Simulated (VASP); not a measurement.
# NbH2 (R-3m) in VASP: further runs

NbH2 is run at these levels: PBEsol; tasks: single point.

All numbers are computed with VASP 6.6.1; they aren't measurements. Logs are shortened: lines on timing, memory, paths and dates and some standing lists are left out, and cuts for length are marked.

## (1) The cell of the first run

It takes space group R-3m (No. 166, trigonal). The conventional cell has a = 3.201 Å, b = 3.201 Å, c = 7.378 Å, α = 90.00°, β = 90.00°, γ = 120.00°. Nb (site symmetry -3m) has 8 H at 1.84 to 1.95 Å within 2.4 Å. Within 2.4 Å of H (site symmetry 3m) lie 4 Nb at 1.84 to 1.95 Å and 6 H at 2.22 Å.

## (2) Single point, PBEsol (7.27 Å³/atom)

File INCAR:

```
ALGO = Normal ; EDIFF = 1E-6
ENCUT = 520 ; GGA = PS
ISIF = 2 ; ISMEAR = 0
LASPH = T ; LCHARG = T
LELF = T ; LREAL = F
LVHAR = T ; LWAVE = F
NBANDS = 14 ; NELM = 100
PREC = Accurate ; SIGMA = 0.15
```

File KPOINTS:

```
k-points
0
Gamma
  16 16 16
```

File POSCAR:

```
NbH2
1.0
   -0.0888683384      2.1743321304      2.1743321304
    2.1743321304     -0.0888683384      2.1743321304
    2.1743321304      2.1743321304     -0.0888683384
Nb H
1 2
Direct
    0.0000000000      0.0000000000      0.0000000000
    0.2500000000      0.2500000000      0.2500000000
    0.7500000000      0.7500000000      0.7500000000
```

Potentials or basis: VASP PAW PBE potentials, release 64 (Nb_sv, H).

Launch:

```
$ cat potpaw_PBE.64/Nb_sv/POTCAR potpaw_PBE.64/H/POTCAR > POTCAR
$ mpirun -np 1 vasp_std > vasp.out
```

OUTCAR:

```text
EDIFF = 1E-6
   ENCUT = 520
   GGA = PS
   ISIF = 2
   ISMEAR = 0
   LASPH = T
   LREAL = F
   NELM = 100
   PREC = Accurate

 ion  position               nearest neighbor table
   1  0.000  0.000  0.000-   2 1.84   3 1.84   3 1.95   2 1.95   3 1.95   3 1.95   2 1.95   2 1.95

   2  0.250  0.250  0.250-   1 1.84   1 1.95   1 1.95   1 1.95
   3  0.750  0.750  0.750-   1 1.84   1 1.95   1 1.95   1 1.95

  LATTYP: Found a trigonal (rhomboedric) cell.
 ALAT       =     3.0762538920
 COS(alpha) =     0.4587452802

  Lattice vectors:

 A1 = (  -0.0888683384,   2.1743321304,   2.1743321304)
 A2 = (   2.1743321304,  -0.0888683384,   2.1743321304)
 A3 = (   2.1743321304,   2.1743321304,  -0.0888683384)

Analysis of symmetry for initial positions (statically):
=====================================================================
 Subroutine PRICEL returns:
 Original cell was already a primitive cell.

 Routine SETGRP: Setting up the symmetry group for a
 trigonal (rhombohedral) supercell.

 Subroutine GETGRP returns: Found 12 space group operations
 (whereof 12 operations were pure point group operations)
 out of a pool of 12 trial point group operations.

The static configuration has the point symmetry D_3d.

Analysis of symmetry for dynamics (positions and initial velocities):
=====================================================================
 Subroutine PRICEL returns:
 Original cell was already a primitive cell.

 Routine SETGRP: Setting up the symmetry group for a
 trigonal (rhombohedral) supercell.

 Subroutine GETGRP returns: Found 12 space group operations
 (whereof 12 operations were pure point group operations)
 out of a pool of 12 trial point group operations.

The dynamic configuration has the point symmetry D_3d.

 Subroutine INISYM returns: Found 12 space group operations
 (whereof 12 operations are pure point group operations),
 and found     1 'primitive' translations

----------------------------------------------------------------------------------------

                                     Primitive cell

  volume of cell :      21.8190

  direct lattice vectors                    reciprocal lattice vectors
    -0.088868338  2.174332130  2.174332130    -0.216317092  0.225535061  0.225535061
     2.174332130 -0.088868338  2.174332130     0.225535061 -0.216317092  0.225535061
     2.174332130  2.174332130 -0.088868338     0.225535061  0.225535061 -0.216317092

  length of vectors
     3.076253892  3.076253892  3.076253892     0.385389688  0.385389688  0.385389688

  position of ions in fractional coordinates (direct lattice)
     0.000000000  0.000000000  0.000000000
     0.250000000  0.250000000  0.250000000
     0.750000000  0.750000000  0.750000000

  ion indices of the primitive-cell ions
   primitive index   ion index
                 1           1
                 2           2
                 3           3

----------------------------------------------------------------------------------------

 KPOINTS: k-points

Automatic generation of k-mesh.
 Grid dimensions read from file:
 generate k-points for:   16   16   16

 Generating k-lattice:

  Cartesian coordinates                     Fractional coordinates (reciprocal lattice)
    -0.013519818  0.014095941  0.014095941     0.062500000 -0.000000000 -0.000000000
     0.014095941 -0.013519818  0.014095941    -0.000000000  0.062500000 -0.000000000
     0.014095941  0.014095941 -0.013519818    -0.000000000 -0.000000000  0.062500000

  Length of vectors
     0.024086856  0.024086856  0.024086856

  Shift w.r.t. Gamma in fractional coordinates (k-lattice)
     0.000000000  0.000000000  0.000000000

 Subroutine IBZKPT returns following result:
 ===========================================

 Found    417 irreducible k-points:

 Following reciprocal coordinates:
            Coordinates               Weight
  0.000000  0.000000  0.000000      1.000000
  0.062500  0.000000 -0.000000      6.000000
  0.125000  0.000000 -0.000000      6.000000
  0.187500  0.000000  0.000000      6.000000
  0.250000  0.000000 -0.000000      6.000000
  0.312500  0.000000  0.000000      6.000000
[... 16 lines left out ...]
 -0.125000  0.062500 -0.000000     12.000000
 -0.062500  0.062500  0.000000      6.000000
 [... further k-points ...]
   k-points           NKPTS =    417   k-points in BZ     NKDIM =    417   number of bands    NBANDS=     14
   number of dos      NEDOS =    301   number of ions     NIONS =      3
   total plane-waves  NPLWV =  13824
   dimension x,y,z NGX =    24 NGY =   24 NGZ =   24
   dimension x,y,z NGXF=    48 NGYF=   48 NGZF=   48
   ions per type =               1   2
   NGX,Y,Z   is equivalent  to a cutoff of  12.97, 12.97, 12.97 a.u.
   NGXF,Y,Z  is equivalent  to a cutoff of  25.94, 25.94, 25.94 a.u.
 SYSTEM =  unknown system
   PREC   = accura    normal or accurate (medium, high low for compatibility)
   ISTART =      0    job   : 0-new  1-cont  2-samecut
   ICHARG =      2    charge: 1-file 2-atom 10-const
   ISPIN  =      1    spin polarized calculation?
   LNONCOLLINEAR =      F non collinear calculations
   LSORBIT =      F    spin-orbit coupling
   LASPH  =      T    aspherical Exc in radial PAW
   ENCUT  =  520.0 eV  38.22 Ry    6.18 a.u.   5.72  5.72  5.72*2*pi/ulx,y,z
   NELM   =    100;   NELMIN=  2; NELMDL= -5     # of ELM steps
   EDIFF  = 0.1E-05   stopping-criterion for ELM
   LREAL  =      F    real-space projection
   EDIFFG = 0.1E-04   stopping-criterion for IOM
   NSW    =      0    number of steps for IOM
   IBRION =     -1    ionic relax: 0-MD 1-quasi-New 2-CG
   NFREE  =      0    steps in history (QN), initial steepest desc. (CG)
   ISIF   =      2    stress and relaxation
   ISYM   =      2    0-nonsym 1-usesym 2-fastsym
   POTIM  = 0.5000    time-step for ionic-motion
   TEBEG  =    0.0;   TEEND  =   0.0 temperature during run
   PSTRESS=    0.0 pullay stress
   NELECT =      15.0000    total number of electrons
   NUPDOWN=      -1.0000    fix difference up-down
   EMIN   =  10.00;   EMAX   =-10.00  energy-range for DOS
   EFERMI =   0.00;   METHOD = LEGACY
   ISMEAR =     0;   SIGMA  =   0.15  broadening in eV -4-tet -1-fermi 0-gaus
   EFERMI_NEDOS =   21; number of points for ismear=-14 and -15
   IALGO  =     38    algorithm
   IMIX   =      4    mixing-type and parameters
     AMIX     =   0.40;   BMIX     =  1.00
     AMIX_MAG =   1.60;   BMIX_MAG =  1.00
  volume/ion in A,a.u.               =       7.27        49.08
  Fermi-wavevector in a.u.,A,eV,Ry     =   1.444864  2.730397 28.403957  2.087632
  Thomas-Fermi vector in A             =   2.563111
   LORBIT       =      0    0 simple, 1 ext, 2 COOP (PROOUT), +10 PAW based schemes
   GGA     = PS    functional components
   LHFCALC =     F    Hartree Fock is set to
   AEXX    =    0.0000 exact exchange contribution
   IVDW    =     0    specifies the selected vdW correction
   LEPSILON=     F    determine dielectric tensor
   LRPA    =     F    only Hartree local field effects (RPA)
 non-spin polarized calculation
 Gauss-broadening in eV      SIGMA  =   0.15
  energy-cutoff  :      520.00
  volume of cell :       21.82
 maximum number of plane-waves:       599
   NGX = 11   NGY = 11   NGZ = 11

 number of electron      15.0000000 magnetization

 Free energy of the ion-electron system (eV)
  ---------------------------------------------------
  ext. energy  EPLUGINS =         0.00000000
  ---------------------------------------------------
  free energy    TOTEN  =       -18.40237690 eV

  energy without entropy =      -18.39162584  energy(sigma->0) =      -18.39700137

 E-fermi :  10.9228     XC(G=0): -12.5807

 val. band max:       10.9207246168   @ k =  -0.1250   0.2500   0.0625
 cond. band min:      10.9242020824   @ k =  -0.2500   0.1875  -0.0000
 fundamental gap:      0.0034774656
 Fermi energy:        10.9227913656

 k-point     1 :       0.0000    0.0000    0.0000
  band No.  band energies     occupation
      1     -44.2877      2.00000
      2     -20.0334      2.00000
      3     -20.0334      2.00000
      4     -19.9385      2.00000
      5      -0.2038      2.00000
      6       9.1488      2.00000
      7       9.1488      2.00000
      8       9.7382      2.00000
      9       9.9223      2.00000
     10      12.4012      0.00000
     11      12.4012      0.00000
     12      23.8169      0.00000
     13      24.2742      0.00000
     14      24.2742      0.00000

 k-point     2 :       0.0625    0.0000   -0.0000
  band No.  band energies     occupation
      1     -44.2833      2.00000
      2     -20.0654      2.00000
      3     -20.0364      2.00000
      4     -19.9477      2.00000
      5      -0.0888      2.00000
      6       8.1829      2.00000
      7       9.1969      2.00000
      8       9.8711      2.00000
      9      10.9434      0.84585
     10      12.3459      0.00000
     11      12.3783      0.00000
     12      22.5717      0.00000
     13      24.5216      0.00000
     14      25.2567      0.00000

 k-point     3 :       0.1250    0.0000   -0.0000
  band No.  band energies     occupation
      1     -44.2706      2.00000
      2     -20.1633      2.00000
      3     -20.0451      2.00000
      4     -19.9662      2.00000
      5       0.2394      2.00000
      6       7.1126      2.00000
      7       9.3205      2.00000
      8      10.0404      2.00000
      9      12.0733      0.00000
     10      12.2246      0.00000
     11      12.6427      0.00000
     12      21.2989      0.00000
     13      25.2309      0.00000
     14      25.9538      0.00000
[... 324 lines left out ...]
 k-point    23 :      -0.1250    0.0625   -0.0000
  band No.  band energies     occupation
      1     -44.2621      2.00000
      2     -20.2168      2.00000
      3     -20.0692      2.00000
      4     -19.9739      2.00000
      5       0.4727      2.00000
      6       6.6185      2.00000
      7       9.4202      2.00000
      8      10.1833      2.00000
      9      11.9053      0.00000
     10      12.4340      0.00000
     11      13.2434      0.00000
     12      20.9261      0.00000
     13      25.1931      0.00000
     14      26.7179      0.00000

 k-point    24 :      -0.0625    0.0625    0.0000
  band No.  band energies     occupation
      1     -44.2766      2.00000
      2     -20.1124      2.00000
      3     -20.0500      2.00000
      4     -19.9551      2.00000
      5       0.0919      2.00000
      6       7.4672      2.00000
      7       9.2864      2.00000
      8      10.0478      2.00000
      9      11.6726      0.00000
     10      12.3010      0.00000
     11      12.4145      0.00000
     12      21.8404      0.00000
     13      24.6565      0.00000
     14      25.9876      0.00000

 [... further k-points ...]

------------------------ aborting loop because EDIFF is reached ----------------------------------------

  FORCE on cell =-STRESS in cart. coord.  units (eV):
  Direction    XX          YY          ZZ          XY          YZ          ZX
  --------------------------------------------------------------------------------------
  -------------------------------------------------------------------------------------
  Total        1.6810047      1.6810047      1.6810047      1.0445003      1.0445003      1.0445003
  in kB      123.4368008    123.4368008    123.4368008     76.6980473     76.6980473     76.6980473
  external PRESSURE =     123.4368008 kB  Pullay stress =       0.0000000 kB

 VOLUME and BASIS-vectors are now :
 -----------------------------------------------------------------------------
  energy-cutoff  :      520.00
  volume of cell :       21.82
      direct lattice vectors                 reciprocal lattice vectors
    -0.088868338  2.174332130  2.174332130    -0.216317092  0.225535061  0.225535061
     2.174332130 -0.088868338  2.174332130     0.225535061 -0.216317092  0.225535061
     2.174332130  2.174332130 -0.088868338     0.225535061  0.225535061 -0.216317092

 POSITION                                       TOTAL-FORCE (eV/Angst)
 -----------------------------------------------------------------------------------
      0.00000      0.00000      0.00000         0.000000     -0.000000      0.000000
      1.06495      1.06495      1.06495         0.294832      0.294832      0.294832
      3.19485      3.19485      3.19485        -0.294832     -0.294832     -0.294832
 -----------------------------------------------------------------------------------
    total drift:                               -0.000000      0.000000      0.000000

  FREE ENERGIE OF THE ION-ELECTRON SYSTEM (eV)
  ---------------------------------------------------
  free  energy   TOTEN  =       -18.4023768972 eV

  energy  without entropy=      -18.3916258371  energy(sigma->0) =      -18.39700137
```

It took 35 s on 1 thread of Intel Xeon 6975P-C (Granite Rapids), shared host; peak memory 0.24 GiB.

Results:

```
Free energy            : -18.4024 eV
Pressure               : 12.3 GPa
Largest force          : 0.511 eV/Å
Band gap on the k mesh : zero (an odd number of electrons rules out a gap without spin polarisation)
```

Forces in eV/Å, atoms in the order of the input:
```
Nb   0.000  0.000  0.000
H    0.295  0.295  0.295
H   -0.295 -0.295 -0.295
```

Stress tensor (GPa, compression positive):
```
12.34  7.67  7.67
 7.67 12.34  7.67
 7.67  7.67 12.34
```

Caveat: the cell stands under pressure; the PAW data sets were made with another functional, which shifts forces and pressure a little.

## (3) Single point, PBEsol (7.27 Å³/atom)

File INCAR:

```
ALGO = Normal
EDIFF = 1E-6
ENCUT = 520
GGA = PS
ISIF = 2
ISMEAR = 0
LASPH = T
LCHARG = F
LREAL = F
LWAVE = F
NBANDS = 14
NELM = 100
PREC = Accurate
SIGMA = 0.15
```

KPOINTS is that of step 2.

File POSCAR:

```
NbH2
1.0
    0.0905622897      2.2640572422      2.2640572422
    2.2640572422      0.0905622897      2.2640572422
    2.2640572422      2.2640572422      0.0905622897
Nb H
1 2
Direct
    0.0000000000      0.0000000000      0.0000000000
    0.2500000000      0.2500000000      0.2500000000
    0.7500000000      0.7500000000      0.7500000000
```

Potentials or basis: VASP PAW PBE potentials, release 64 (Nb_sv, H).

Launch:

```
$ cat potpaw_PBE.64/Nb_sv/POTCAR potpaw_PBE.64/H/POTCAR > POTCAR
$ mpirun -np 1 vasp_std > vasp.out
```

It took 34 s on 1 thread of Intel Xeon 6975P-C (Granite Rapids), shared host; peak memory 0.24 GiB.

It converged, with:

```yaml
Free_energy: -18.4078 eV
Pressure: 12.3 GPa
Largest_force: 0.386 eV/Å
Band_gap_on_the_k_mesh: zero (an odd number of electrons rules out a gap without spin polarisation)
```

Forces on the atoms (eV/Å):
```
Nb   0.000  0.000  0.000
H   -0.223 -0.223 -0.223
H    0.223  0.223  0.223
```

Stress tensor (GPa, compression positive):
```
12.31 -6.74 -6.74
-6.74 12.31 -6.74
-6.74 -6.74 12.31
```

Levels at points of the mesh, in eV from the Fermi level:
```csv
k point,band 5,band 6,band 7,band 8,band 9,band 10,band 11,band 12
"(0.00, 0.00, 0.00)",-11.13,-1.99,-1.28,-1.28,-1.20,1.47,1.47,12.88
"(0.50, 0.00, 0.00)",-8.90,-4.73,-1.77,-1.01,2.68,3.34,5.02,7.17
"(0.50, 0.50, 0.00)",-8.08,-4.91,-4.79,2.93,3.26,3.51,7.08,8.09
"(0.50, 0.50, 0.50)",-8.82,-5.31,-1.22,-1.22,2.85,2.85,5.42,6.37
```

Caveat: the cell stands under pressure; the PAW data sets were made with another functional, which shifts forces and pressure a little.

(Part 1 of 2 ends here.)
